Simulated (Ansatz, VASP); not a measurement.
F: VASP beside Ansatz

```
F
1.0
     3.64632   -2.15466    0.00000
     3.64632    2.15466    0.00000
     0.00000    0.00000    6.28009
F
4
Cartesian
  3.6463 -1.7778 0.6030
  3.6463 -0.3769 3.7430
  3.6463 0.3769 2.5371
  3.6463 1.7778 5.6771
```

Change from the starting cell: strain +0.030 along x and y, -0.015 along z, atoms carried along.

Alike in both runs: task single point; functional PBEsol; k mesh 6 × 6 × 4; occupations gaussian, width 0.05 eV; no spin polarisation.

|  | VASP | Ansatz |
| --- | --- | --- |
| version | VASP 6.6.1 | Ansatz 0.2.0 |
| potentials or method | VASP PAW PBE potentials, release 64 (F), cutoff 520 eV | scalar-relativistic, plane waves, PAW |
| valence electrons in the cell | 28 | 28 |

|  | VASP | Ansatz | Ansatz less VASP |
| --- | --- | --- | --- |
| gap on the k mesh at the Fermi level (eV) | 3.09 | 3.16 | +0.068 |
| least direct gap on the mesh (eV) | 3.10 | 3.16 | +0.068 |
| pressure (GPa) | -1.0 | -1.2 | -0.23 |
| traceless stress, the component that is largest in VASP (GPa) | 0.53 | 1.14 | +0.610 |
| rms of the force components (eV/Å) | 0.199 | 0.425 | +0.2256 |

VASP's potentials were made for PBE, not for PBEsol. Atom by atom the forces differ by 0.226 eV/Å (rms over components). One of these differences is far larger than is usual between the two programs; its cause wasn't traced.
